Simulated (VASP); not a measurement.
Input of a VASP 6.6.1 run:

Contents of INCAR:

```
SYSTEM = Zn
ALGO = Normal
EDIFF = 1E-6
ENCUT = 520
GGA = RE
ISIF = 2
ISMEAR = -1
LASPH = .TRUE.
LCHARG = .TRUE.
LELF = .TRUE.
LREAL = .FALSE.
LVHAR = .TRUE.
LWAVE = .FALSE.
NBANDS = 19
NELM = 60
PREC = Accurate
SIGMA = 0.1
```

The input KPOINTS:

```
k-points
0
G
  10 10 10
  0 0 0
```

File POSCAR:

```
Zn
1.0
    0.0000000000      3.0796409557      3.0796409557
    3.0796409557      0.0000000000      3.0796409557
    3.0796409557      3.0796409557      0.0000000000
Zn
2
Direct
    0.1250000000      0.1250000000      0.1250000000
    0.8750000000      0.8750000000      0.8750000000
```

Potentials or basis: VASP PAW PBE potentials, release 64 (Zn).

The run is started by

```sh
$ cat potpaw_PBE.64/Zn/POTCAR > POTCAR
$ mpirun -np 1 vasp_std > vasp.out
```

(1) Estimate the pressure.

(2) What does it give for the band gap on the k mesh?

## Answers

(1) -1.6 GPa.

(2) zero (band 12 reaches 4.34 eV, above the bottom of band 13 at -0.49 eV).

Caveat: the PAW data sets were made with another functional, which shifts forces and pressure a little.
